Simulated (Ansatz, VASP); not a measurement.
One calculation of Cd, two programs

File INCAR:

```
PREC = Accurate
ENCUT = 520
EDIFF = 1E-6
ISMEAR = -1
SIGMA = 0.1
LREAL = False
LASPH = True
NELM = 60
ALGO = Normal
ISIF = 2
LWAVE = False
LCHARG = False
NBANDS = 12
```

Contents of KPOINTS:

```
regular mesh
0
Gamma
  14 14 14
```

The input POSCAR:

```
Cd
1.0
   -1.7191058011      1.7191058011      1.7191058011
    1.7191058011     -1.7191058011      1.7191058011
    1.7191058011      1.7191058011     -1.7191058011
Cd
1
Direct
    0.0000000000      0.0000000000      0.0000000000
```

Input for Ansatz:

```yaml
crystal:
  lattice:
    - [-1.7191058011, 1.7191058011, 1.7191058011]
    - [1.7191058011, -1.7191058011, 1.7191058011]
    - [1.7191058011, 1.7191058011, -1.7191058011]
  atoms:
    - { symbol: Cd, position: [0.0, 0.0, 0.0] }
hamiltonian:
  xc: lda
  pseudopotentials:
    kind: paw
    azcp:
      Cd: "pseudopotentials/Cd.paw.azcp"
basis:
  ecutwfc: 420
  fft_grid_basis: typed
kpoints:
  mp_grid: { grid: [14, 14, 14], shift: [0, 0, 0] }
magnetization:
  spin_polarized: false
scf:
  occupations: { method: fermi_dirac, width: 0.1 }
  lower_state_search: "off"
output:
  stress: true
```

Alike in both runs: task single point; functional LDA; k mesh 14 × 14 × 14; occupations fermi-dirac, width 0.1 eV; no spin polarisation.

```csv
,VASP,Ansatz
version,VASP 6.6.1,Ansatz 0.2.0
potentials or method,"VASP PAW LDA potentials, release 64 (Cd), cutoff 520 eV","plane waves (420 eV) with PAW, scalar-relativistic"
valence electrons in the cell,12,20
```

VASP gave:

| Quantity | Value |
| --- | --- |
| pressure (GPa) | 0.4 |

Q: Which values does Ansatz return?

A: Pressure (GPa): -0.1.

Ansatz warns that its potentials were made for another functional, while VASP's fit it. LDA's correlation is that of Perdew and Zunger in VASP and of Perdew and Wang (1992) in Ansatz. VASP's potentials hold 12 valence electrons a cell and Ansatz's 20, so a difference there can come from the potentials and not from the codes.
